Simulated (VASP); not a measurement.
GaN:

```
CELL_PARAMETERS angstrom
0.00000 2.37579 2.37579
2.37579 0.00000 2.37579
2.37579 2.37579 0.00000
ATOMIC_POSITIONS crystal
Ga 0.00000 0.00000 0.00000
N 0.25000 0.25000 0.25000
```

This cell differs from its parent crystal: strain +5.6%.

Program: VASP 6.6.1. Alike in all runs: task single point; potentials or basis VASP PAW PBE potentials, release 64 (Ga_d, N); no spin polarisation; cell as given; cutoff (eV) 520.

**Question.** Order these runs on this cell by their band gap on the k mesh, lowest first.
A. level HSE06; k mesh 6 × 6 × 6; smearing gaussian 0.01 eV; grid for exact exchange (PRECFOCK) Normal; screening parameter 0.2079 1/Å
B. level PBE; k mesh 10 × 10 × 10; smearing fermi-dirac 0.02 eV
C. level r2SCAN; k mesh 10 × 10 × 10; smearing gaussian 0.01 eV

**Answer.** B (0.71 eV), C (1.07 eV), A (1.79 eV).
